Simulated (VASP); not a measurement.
**Sb: single point with LDA**

Sb:

```
CELL_PARAMETERS angstrom
0.00000 3.02460 3.02460
3.02460 0.00000 3.02460
3.02460 3.02460 0.00000
ATOMIC_POSITIONS crystal
Sb 0.87500 0.87500 0.87500
Sb 0.12500 0.12500 0.12500
```

This isn't the form of Sb at room conditions, which is rhombohedral.

| Item | Value |
| --- | --- |
| Program | VASP 6.6.1 |
| Task | single point |
| Functional | LDA |
| Potentials or basis | VASP PAW LDA potentials, release 64 (Sb) |
| Cutoff | 520 eV |
| k mesh | 10 × 10 × 10 |
| Occupations | fermi-dirac, width 0.1 eV |
| Spin | no spin polarisation |
| Dipole correction | no |
| k mesh for the DOS | 15 × 15 × 15 |
| Occupations for the DOS | tetrahedron |
| Further INCAR settings | ALGO = Normal; EDIFF = 1e-06; NBANDS = 12 |

```json
{"Valence electrons inside the program's atomic spheres": "Sb 2.65"}
```

Levels at points of the mesh, in eV from the Fermi level:
| k point | band 3 | band 4 | band 5 | band 6 | band 7 | band 8 |
| --- | --- | --- | --- | --- | --- | --- |
| (0.00, 0.00, 0.00) | -2.59 | -2.59 | -2.59 | 0.05 | 0.05 | 0.05 |

Run time: 73 s on 1 thread of Intel Xeon 8259CL, with other jobs on the host, peak memory 0.19 GiB.

Caveat: spin-orbit coupling is left out, which moves the levels of the heavy elements.
